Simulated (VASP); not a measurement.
# Si (Ia-3) in VASP: notebook

Si is run at these levels: PBE; tasks: single point.

Program: VASP 6.6.1. These are calculated values, not measurements. Logs are shortened: lines on timing, memory, paths and dates and some standing lists are left out, and cuts for length are marked.

**1. The cell of the first run**

It takes space group Ia-3 (No. 206, cubic). The conventional cell has a = 6.718 Å, b = 6.718 Å, c = 6.718 Å, α = 90.00°, β = 90.00°, γ = 90.00°. Si (site symmetry 3) has 4 Si at 2.36 to 2.42 Å within 3.1 Å.

**2. Single point, PBE (18.95 Å³/atom)**

INCAR reads:

```
SYSTEM = Si
PREC = Accurate
ENCUT = 520
EDIFF = 1E-7
ISMEAR = 0
SIGMA = 0.15
LREAL = .False.
LASPH = .True.
NELM = 80
ALGO = Normal
ISIF = 2
LWAVE = .False.
LCHARG = .False.
GGA = PE
NBANDS = 26
```

KPOINTS reads:

```
regular mesh
0
Gamma
  10 10 10
  0 0 0
```

POSCAR reads:

```
Si
1.0
   -3.3589055392      3.3589055392      3.3589055392
    3.3589055392     -3.3589055392      3.3589055392
    3.3589055392      3.3589055392     -3.3589055392
Si
8
Direct
    0.2028545115      0.2028545115      0.2028545115
    0.5000000000      0.0000000000      0.2971454885
    0.2971454885      0.5000000000      0.0000000000
    0.0000000000      0.2971454885      0.5000000000
    0.7971454885      0.7971454885      0.7971454885
    0.5000000000      0.0000000000      0.7028545115
    0.7028545115      0.5000000000      0.0000000000
    0.0000000000      0.7028545115      0.5000000000
```

Potentials or basis: VASP PAW PBE potentials, release 64 (Si).

Started as:

```sh
> cat potpaw_PBE.64/Si/POTCAR > POTCAR
> mpirun -np 1 vasp_std > vasp.out
```

OUTCAR:

```text
SYSTEM = Si
   PREC = Accurate
   ENCUT = 520
   EDIFF = 1E-7
   ISMEAR = 0
   LREAL = .False.
   LASPH = .True.
   NELM = 80
   ISIF = 2
   GGA = PE

 ion  position               nearest neighbor table
   1  0.203  0.203  0.203-   5 2.36   3 2.42   4 2.42   2 2.42
   2  0.500  0.000  0.297-   6 2.36   4 2.42   1 2.42   3 2.42
   3  0.297  0.500  0.000-   7 2.36   2 2.42   1 2.42   4 2.42
   4  0.000  0.297  0.500-   8 2.36   3 2.42   1 2.42   2 2.42
   5  0.797  0.797  0.797-   1 2.36   6 2.42   7 2.42   8 2.42
   6  0.500  0.000  0.703-   2 2.36   5 2.42   7 2.42   8 2.42
   7  0.703  0.500  0.000-   3 2.36   5 2.42   8 2.42   6 2.42
   8  0.000  0.703  0.500-   4 2.36   5 2.42   6 2.42   7 2.42

  LATTYP: Found a body centered cubic cell.
 ALAT       =     6.7178110784

  Lattice vectors:

 A1 = (  -3.3589055392,   3.3589055392,   3.3589055392)
 A2 = (   3.3589055392,  -3.3589055392,   3.3589055392)
 A3 = (   3.3589055392,   3.3589055392,  -3.3589055392)

Analysis of symmetry for initial positions (statically):
=====================================================================
 Subroutine PRICEL returns:
 Original cell was already a primitive cell.

 Routine SETGRP: Setting up the symmetry group for a
 body centered cubic supercell.

 Subroutine GETGRP returns: Found 24 space group operations
 (whereof  6 operations were pure point group operations)
 out of a pool of 48 trial point group operations.

The static configuration has the point symmetry S_6 .
 The point group associated with its full space group is T_h .

Analysis of symmetry for dynamics (positions and initial velocities):
=====================================================================
 Subroutine PRICEL returns:
 Original cell was already a primitive cell.

 Routine SETGRP: Setting up the symmetry group for a
 body centered cubic supercell.

 Subroutine GETGRP returns: Found 24 space group operations
 (whereof  6 operations were pure point group operations)
 out of a pool of 48 trial point group operations.

The dynamic configuration has the point symmetry S_6 .
 The point group associated with its full space group is T_h .

 Subroutine INISYM returns: Found 24 space group operations
 (whereof  6 operations are pure point group operations),
 and found     1 'primitive' translations

----------------------------------------------------------------------------------------

                                     Primitive cell

  volume of cell :     151.5840

  direct lattice vectors                    reciprocal lattice vectors
    -3.358905539  3.358905539  3.358905539     0.000000000  0.148858012  0.148858012
     3.358905539 -3.358905539  3.358905539     0.148858012  0.000000000  0.148858012
     3.358905539  3.358905539 -3.358905539     0.148858012  0.148858012  0.000000000

  length of vectors
     5.817795052  5.817795052  5.817795052     0.210517019  0.210517019  0.210517019

  position of ions in fractional coordinates (direct lattice)
     0.202854512  0.202854512  0.202854512
     0.500000000  0.000000000  0.297145489
     0.297145489  0.500000000  0.000000000
     0.000000000  0.297145489  0.500000000
     0.797145489  0.797145489  0.797145489
     0.500000000  0.000000000  0.702854512
     0.702854512  0.500000000  0.000000000
     0.000000000  0.702854512  0.500000000

  ion indices of the primitive-cell ions
   primitive index   ion index
                 1           1
                 2           2
                 3           3
                 4           4
                 5           5
                 6           6
                 7           7
                 8           8

----------------------------------------------------------------------------------------

 KPOINTS: regular mesh

Automatic generation of k-mesh.
 Grid dimensions read from file:
 generate k-points for:   10   10   10

 Generating k-lattice:

  Cartesian coordinates                     Fractional coordinates (reciprocal lattice)
     0.000000000  0.014885801  0.014885801     0.100000000  0.000000000  0.000000000
     0.014885801  0.000000000  0.014885801     0.000000000  0.100000000  0.000000000
     0.014885801  0.014885801  0.000000000     0.000000000  0.000000000  0.100000000

  Length of vectors
     0.021051702  0.021051702  0.021051702

  Shift w.r.t. Gamma in fractional coordinates (k-lattice)
     0.000000000  0.000000000  0.000000000

 Subroutine IBZKPT returns following result:
 ===========================================

 Found     61 irreducible k-points:

 Following reciprocal coordinates:
            Coordinates               Weight
  0.000000  0.000000  0.000000      1.000000
  0.100000  0.000000  0.000000     12.000000
  0.200000  0.000000  0.000000     12.000000
  0.300000  0.000000  0.000000     12.000000
  0.400000  0.000000  0.000000     12.000000
  0.500000  0.000000  0.000000      6.000000
[... 16 lines left out ...]
 -0.100000  0.100000  0.100000      6.000000
  0.200000  0.200000  0.100000     24.000000
 [... further k-points ...]
   k-points           NKPTS =     61   k-points in BZ     NKDIM =     61   number of bands    NBANDS=     26
   number of dos      NEDOS =    301   number of ions     NIONS =      8
   total plane-waves  NPLWV = 110592
   dimension x,y,z NGX =    48 NGY =   48 NGZ =   48
   dimension x,y,z NGXF=    96 NGYF=   96 NGZF=   96
   ions per type =               8
   NGX,Y,Z   is equivalent  to a cutoff of  13.72, 13.72, 13.72 a.u.
   NGXF,Y,Z  is equivalent  to a cutoff of  27.43, 27.43, 27.43 a.u.
 SYSTEM =  Si
   PREC   = accura    normal or accurate (medium, high low for compatibility)
   ISTART =      0    job   : 0-new  1-cont  2-samecut
   ICHARG =      2    charge: 1-file 2-atom 10-const
   ISPIN  =      1    spin polarized calculation?
   LNONCOLLINEAR =      F non collinear calculations
   LSORBIT =      F    spin-orbit coupling
   LASPH  =      T    aspherical Exc in radial PAW
   ENCUT  =  520.0 eV  38.22 Ry    6.18 a.u.  10.82 10.82 10.82*2*pi/ulx,y,z
   NELM   =     80;   NELMIN=  2; NELMDL= -5     # of ELM steps
   EDIFF  = 0.1E-06   stopping-criterion for ELM
   LREAL  =      F    real-space projection
   EDIFFG = 0.1E-05   stopping-criterion for IOM
   NSW    =      0    number of steps for IOM
   IBRION =     -1    ionic relax: 0-MD 1-quasi-New 2-CG
   NFREE  =      0    steps in history (QN), initial steepest desc. (CG)
   ISIF   =      2    stress and relaxation
   ISYM   =      2    0-nonsym 1-usesym 2-fastsym
   POTIM  = 0.5000    time-step for ionic-motion
   TEBEG  =    0.0;   TEEND  =   0.0 temperature during run
   PSTRESS=    0.0 pullay stress
   NELECT =      32.0000    total number of electrons
   NUPDOWN=      -1.0000    fix difference up-down
   EMIN   =  10.00;   EMAX   =-10.00  energy-range for DOS
   EFERMI =   0.00;   METHOD = LEGACY
   ISMEAR =     0;   SIGMA  =   0.15  broadening in eV -4-tet -1-fermi 0-gaus
   EFERMI_NEDOS =   21; number of points for ismear=-14 and -15
   IALGO  =     38    algorithm
   IMIX   =      4    mixing-type and parameters
     AMIX     =   0.40;   BMIX     =  1.00
     AMIX_MAG =   1.60;   BMIX_MAG =  1.00
  volume/ion in A,a.u.               =      18.95       127.87
  Fermi-wavevector in a.u.,A,eV,Ry     =   0.974781  1.842069 12.928227  0.950198
  Thomas-Fermi vector in A             =   2.105268
   LORBIT       =      0    0 simple, 1 ext, 2 COOP (PROOUT), +10 PAW based schemes
   GGA     = PE    functional components
   LHFCALC =     F    Hartree Fock is set to
   AEXX    =    0.0000 exact exchange contribution
   IVDW    =     0    specifies the selected vdW correction
   LEPSILON=     F    determine dielectric tensor
   LRPA    =     F    only Hartree local field effects (RPA)
 non-spin polarized calculation
 Gauss-broadening in eV      SIGMA  =   0.15
  energy-cutoff  :      520.00
  volume of cell :      151.58
 maximum number of plane-waves:      4124
 NGX is ok and might be reduce to    48
   NGX = 21   NGY = 21   NGZ = 21

 number of electron      32.0000000 magnetization

 Free energy of the ion-electron system (eV)
  ---------------------------------------------------
  ext. energy  EPLUGINS =         0.00000000
  ---------------------------------------------------
  free energy    TOTEN  =       -42.10591817 eV

  energy without entropy =      -42.09833703  energy(sigma->0) =      -42.10212760

 E-fermi :   6.7259     XC(G=0):  -9.8220

 val. band max:        6.7174880560   @ k =   0.5000   0.5000   0.4000
 cond. band min:       6.7494294580   @ k =   0.5000   0.5000   0.4000
 fundamental gap:      0.0319414020
 Fermi energy:         6.7259362981

 k-point     1 :       0.0000    0.0000    0.0000
  band No.  band energies     occupation
      1      -5.7062      2.00000
      2      -1.5417      2.00000
      3      -1.1666      2.00000
      4      -1.1666      2.00000
      5      -1.1666      2.00000
      6       0.3815      2.00000
[... 18 lines left out ...]
     25      11.9498      0.00000
     26      12.5575      0.00000

 k-point     2 :       0.1000    0.0000    0.0000
  band No.  band energies     occupation
      1      -5.6467      2.00000
      2      -1.7486      2.00000
      3      -1.4200      2.00000
      4      -1.3155      2.00000
      5      -1.0250      2.00000
      6       0.2892      2.00000
[... 18 lines left out ...]
     25      11.9970      0.00000
     26      12.1880      0.00000

 k-point     3 :       0.2000    0.0000    0.0000
  band No.  band energies     occupation
      1      -5.4687      2.00000
      2      -2.2691      2.00000
      3      -1.7782      2.00000
      4      -1.5988      2.00000
      5      -0.8361      2.00000
      6       0.0804      2.00000
[... 18 lines left out ...]
     25      11.6064      0.00000
     26      11.8916      0.00000

 k-point     4 :       0.3000    0.0000    0.0000
  band No.  band energies     occupation
      1      -5.1741      2.00000
      2      -2.9614      2.00000
      3      -1.9908      2.00000
      4      -1.8561      2.00000
      5      -0.6960      2.00000
      6      -0.1451      2.00000
[... 18 lines left out ...]
     25      11.2557      0.00000
     26      11.6094      0.00000

 k-point     5 :       0.4000    0.0000    0.0000
  band No.  band energies     occupation
      1      -4.7665      2.00000
      2      -3.6425      2.00000
      3      -2.1027      2.00000
      4      -2.0344      2.00000
      5      -0.5901      2.00000
      6      -0.3363      2.00000
[... 18 lines left out ...]
     25      11.3469      0.00000
     26      11.3933      0.00000

 k-point     6 :       0.5000    0.0000    0.0000
  band No.  band energies     occupation
      1      -4.2521      2.00000
      2      -4.2521      2.00000
      3      -2.1178      2.00000
      4      -2.1178      2.00000
      5      -0.4805      2.00000
      6      -0.4805      2.00000
[... 427 lines left out ...]
 k-point    21 :       0.3000    0.1000    0.1000
  band No.  band energies     occupation
      1      -4.6502      2.00000
      2      -3.5317      2.00000
      3      -2.5418      2.00000
      4      -2.5024      2.00000
      5      -0.0628      2.00000
      6       0.2303      2.00000
[... 18 lines left out ...]
     25      11.0790      0.00000
     26      11.5331      0.00000

 k-point    22 :       0.4000    0.1000    0.1000
  band No.  band energies     occupation
      1      -4.1377      2.00000
      2      -4.1377      2.00000
      3      -2.5717      2.00000
      4      -2.5717      2.00000
      5       0.0906      2.00000
      6       0.0906      2.00000
[... 18 lines left out ...]
     25      11.2858      0.00000
     26      11.2858      0.00000

 k-point    23 :      -0.1000    0.1000    0.1000
  band No.  band energies     occupation
      1      -5.5873      2.00000
      2      -1.9056      2.00000
      3      -1.6557      2.00000
      4      -1.1714      2.00000
      5      -1.1446      2.00000
      6       0.1868      2.00000
[... 18 lines left out ...]
     25      11.8370      0.00000
     26      12.1839      0.00000

 k-point    24 :       0.2000    0.2000    0.1000
  band No.  band energies     occupation
      1      -4.7074      2.00000
      2      -3.0797      2.00000
      3      -3.0319      2.00000
      4      -2.5485      2.00000
      5       0.1098      2.00000
      6       0.5787      2.00000
[... 18 lines left out ...]
     25      11.2810      0.00000
     26      11.6589      0.00000

 [... further k-points ...]
[... 5 lines left out ...]
  --------------------------------------------------------------------------------------
  -------------------------------------------------------------------------------------
  Total       -2.3212996     -2.3212996     -2.3212996     -0.0000000      0.0000000      0.0000000
  in kB      -24.5351333    -24.5351333    -24.5351333     -0.0000000      0.0000000      0.0000000
  external PRESSURE =     -24.5351333 kB  Pullay stress =       0.0000000 kB

 VOLUME and BASIS-vectors are now :
 -----------------------------------------------------------------------------
  energy-cutoff  :      520.00
  volume of cell :      151.58
      direct lattice vectors                 reciprocal lattice vectors
    -3.358905539  3.358905539  3.358905539     0.000000000  0.148858012  0.148858012
     3.358905539 -3.358905539  3.358905539     0.148858012  0.000000000  0.148858012
     3.358905539  3.358905539 -3.358905539     0.148858012  0.148858012  0.000000000

 POSITION                                       TOTAL-FORCE (eV/Angst)
 -----------------------------------------------------------------------------------
      0.68137      0.68137      0.68137        -0.065041     -0.065041     -0.065041
     -0.68137      2.67754      0.68137         0.065041      0.065041     -0.065041
      0.68137     -0.68137      2.67754        -0.065041      0.065041      0.065041
      2.67754      0.68137     -0.68137         0.065041     -0.065041      0.065041
      2.67754      2.67754      2.67754         0.065041      0.065041      0.065041
      0.68137      4.04027     -0.68137        -0.065041     -0.065041      0.065041
     -0.68137      0.68137      4.04027         0.065041     -0.065041     -0.065041
      4.04027     -0.68137      0.68137        -0.065041      0.065041     -0.065041
 -----------------------------------------------------------------------------------
    total drift:                                0.000000      0.000000      0.000000

  FREE ENERGIE OF THE ION-ELECTRON SYSTEM (eV)
  ---------------------------------------------------
  free  energy   TOTEN  =       -42.1059181708 eV

  energy  without entropy=      -42.0983370267  energy(sigma->0) =      -42.10212760
```

Run time: 7.3 min. Hardware: 1 thread of Intel Xeon 8259CL, shared host; peak memory 0.4 GiB.

Results:

| Item | Value |
| --- | --- |
| Free energy | -42.1059 eV |
| Pressure | -2.5 GPa |
| Largest force | 0.113 eV/Å |
| Band gap on the k mesh | zero (bands 16 and 17 overlap by 0.12 eV) |

Forces in eV/Å, atoms in the order of the input:
```
Si  -0.065 -0.065 -0.065
Si   0.065  0.065 -0.065
Si  -0.065  0.065  0.065
Si   0.065 -0.065  0.065
Si   0.065  0.065  0.065
Si  -0.065 -0.065  0.065
Si   0.065 -0.065 -0.065
Si  -0.065  0.065 -0.065
```

Caveat: semilocal functionals underestimate gaps, and a narrow one can read as zero.

**3. Single point, PBE (19.44 Å³/atom)**

This run uses another cell than the first one, of 19.44 Å³/atom.

INCAR reads:

```
SYSTEM = Si
  ALGO = Normal
  EDIFF = 1E-6
  ENCUT = 520
  GGA = PE
  ISIF = 2
  ISMEAR = 0
  LASPH = .TRUE.
  LCHARG = .FALSE.
  LREAL = .FALSE.
  LWAVE = .FALSE.
  NBANDS = 26
  NELM = 80
  PREC = Accurate
  SIGMA = 0.15
```

KPOINTS reads:

```
k-points
0
G
  10 10 10
  0 0 0
```

Edit POSCAR of step 2 so:

```diff
@@ -2,5 +2,5 @@
 1.0
-   -3.3589055392      3.3589055392      3.3589055392
-    3.3589055392     -3.3589055392      3.3589055392
-    3.3589055392      3.3589055392     -3.3589055392
+   -3.3877297040      3.3877297040      3.3877297040
+    3.3877297040     -3.3877297040      3.3877297040
+    3.3877297040      3.3877297040     -3.3877297040
 Si
```

Potentials or basis: VASP PAW PBE potentials, release 64 (Si).

Started as:

```sh
> cat potpaw_PBE.64/Si/POTCAR > POTCAR
> mpirun -np 1 vasp_std > vasp.out
```

Run time: 6.3 min. Hardware: 1 thread of Intel Xeon 8259CL, shared host; peak memory 0.4 GiB.

The run converged. Its results:

```yaml
Free_energy: -42.0202 eV
Pressure: -4.5 GPa
Largest_force: 0.216 eV/Å
Band_gap_on_the_k_mesh: zero (bands 16 and 17 overlap by 0.12 eV)
```

Forces in eV/Å, atoms in the order of the input:
```
Si  -0.125 -0.125 -0.125
Si   0.125  0.125 -0.125
Si  -0.125  0.125  0.125
Si   0.125 -0.125  0.125
Si   0.125  0.125  0.125
Si  -0.125 -0.125  0.125
Si   0.125 -0.125 -0.125
Si  -0.125  0.125 -0.125
```

Levels at points of the mesh, in eV from the Fermi level:
```tsv
k point	band 12	band 13	band 14	band 15	band 16	band 17	band 18	band 19	band 20	band 21
(0.00, 0.00, 0.00)	-3.81	-3.81	-1.41	-1.41	-0.82	1.65	1.65	1.65	3.53	3.53
(0.50, 0.00, 0.00)	-2.54	-2.05	-2.05	-1.26	-1.26	0.43	0.43	1.92	1.92	2.17
(0.50, 0.50, 0.50)	-2.47	-2.47	-0.62	0.13	0.13	0.13	2.40	2.76	2.76	2.76
```

Caveat: the cell stands under tension; semilocal functionals underestimate gaps, and a narrow one can read as zero.

**4. Single point, PBE (19.93 Å³/atom)**

This run uses another cell than the first one, of 19.93 Å³/atom.

INCAR reads:

```
PREC = Accurate
ENCUT = 520
EDIFF = 1E-7
ISMEAR = 0
SIGMA = 0.15
LREAL = False
LASPH = True
NELM = 60
ALGO = Normal
ISIF = 2
LWAVE = False
LCHARG = False
GGA = PE
NBANDS = 26
```

KPOINTS reads:

```
regular mesh
0
Gamma
  10 10 10
```

Edit POSCAR of step 3 so:

```diff
@@ -2,5 +2,5 @@
 1.0
-   -3.3877297040      3.3877297040      3.3877297040
-    3.3877297040     -3.3877297040      3.3877297040
-    3.3877297040      3.3877297040     -3.3877297040
+   -3.4160715468      3.4160715468      3.4160715468
+    3.4160715468     -3.4160715468      3.4160715468
+    3.4160715468      3.4160715468     -3.4160715468
 Si
```

Started as:

```sh
> cat potpaw_PBE.64/Si/POTCAR > POTCAR
> mpirun -np 1 vasp_std > vasp.out
```

It took 7.2 min on 1 thread of Intel Xeon 8259CL, shared host; peak memory 0.41 GiB.

Results (log left out):

| Property | Result |
| --- | --- |
| Free energy | -41.8878 eV |
| Pressure | -6.3 GPa |
| Largest force | 0.310 eV/Å |
| Band gap on the k mesh | zero (bands 16 and 17 overlap by 0.11 eV) |

Forces in eV/Å, atoms in the order of the input:
```
Si  -0.179 -0.179 -0.179
Si   0.179  0.179 -0.179
Si  -0.179  0.179  0.179
Si   0.179 -0.179  0.179
Si   0.179  0.179  0.179
Si  -0.179 -0.179  0.179
Si   0.179 -0.179 -0.179
Si  -0.179  0.179 -0.179
```

Levels at points of the mesh, in eV from the Fermi level:
| k point | band 13 | band 14 | band 15 | band 16 | band 17 | band 18 | band 19 | band 20 |
| --- | --- | --- | --- | --- | --- | --- | --- | --- |
| (0.00, 0.00, 0.00) | -3.70 | -1.39 | -1.39 | -0.81 | 1.63 | 1.63 | 1.63 | 3.47 |
| (0.50, 0.00, 0.00) | -2.01 | -2.01 | -1.23 | -1.23 | 0.43 | 0.43 | 1.88 | 1.88 |
| (0.50, 0.50, 0.50) | -2.41 | -0.66 | 0.12 | 0.12 | 0.12 | 2.24 | 2.72 | 2.72 |

Caveat: the cell stands under tension; semilocal functionals underestimate gaps, and a narrow one can read as zero.

**5. The runs side by side**

```tsv
cell	gap on the mesh (eV)	pressure (GPa)	largest force (eV/Å)
a = 5.818 Å, angles 109.5°, 8 atoms	none	-2.5	0.11
a = 5.868 Å, angles 109.5°, 8 atoms	none	-4.5	0.22
a = 5.917 Å, angles 109.5°, 8 atoms	none	-6.3	0.31
```

Alike in all rows: task single point; level PBE; potentials or basis VASP PAW PBE potentials, release 64 (Si); no spin polarisation; k mesh 10 × 10 × 10; cutoff (eV) 520; smearing gaussian 0.15 eV.

Caveats: semilocal functionals underestimate gaps, and a narrow one can read as zero; the cell stands under tension (at least some runs).

Total energies depend on the potentials used, so only differences within one code and one set of settings carry meaning.

The gap in the log of VASP goes by the Fermi energy; the results here count the filled bands.